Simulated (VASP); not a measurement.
Crystal: AlGa3As4.

```
Al Ga As
1.0
     3.89199    0.00000    0.00000
     0.00000    3.89199    0.00000
     0.00000    0.00000   11.00822
Al Ga As
1 3 4
Direct
  0.00000 0.00000 0.50000
  0.00000 0.00000 0.00000
  0.50000 0.50000 0.25000
  0.50000 0.50000 0.75000
  0.50000 0.00000 0.37500
  0.00000 0.50000 0.62500
  0.50000 0.00000 0.87500
  0.00000 0.50000 0.12500
```

* Program: VASP 6.6.1
* Task: relaxation of cell and atoms
* Functional: PBE
* Potentials or basis: VASP PAW PBE potentials, release 64 (Al, Ga_d, As)
* Cutoff: 600 eV
* k mesh: 4 × 4 × 2
* Occupations: gaussian, width 0.1 eV
* Spin: no spin polarisation

At the start: pressure 10.9 GPa; volume 20.84 Å³/atom.

Question: Where does the relaxation end?

Answer: Over 6 steps the energy falls by 88.3 meV/atom and the volume is 23.79 Å³/atom (+14.1 %); space group P-4m2 (No. 115, to 0.1 Å) before and after.

The path:
```tsv
step	energy change (eV)	largest force (eV/Å)	pressure (GPa)	volume (Å³)
1	0.0000	0.1157	10.93	166.75
2	-0.5401	0.0575	-3.47	203.46
3	-0.7028	0.0709	-0.02	189.88
4	-0.7025	0.0706	-0.17	190.36
5	-0.7050	0.0376	-0.17	190.34
6	-0.7065	0.0350	-0.16	190.31
```

Final structure:
```
Al Ga As
1.0
     4.08947    0.00000    0.00000
     0.00000    4.08947    0.00000
     0.00000    0.00000   11.37935
Al Ga As
1 3 4
Direct
  0.00000 0.00000 0.50000
  0.00000 0.00000 0.00000
  0.50000 0.50000 0.24989
  0.50000 0.50000 0.75011
  0.50000 0.00000 0.37603
  0.00000 0.50000 0.62397
  0.50000 0.00000 0.87511
  0.00000 0.50000 0.12489
```
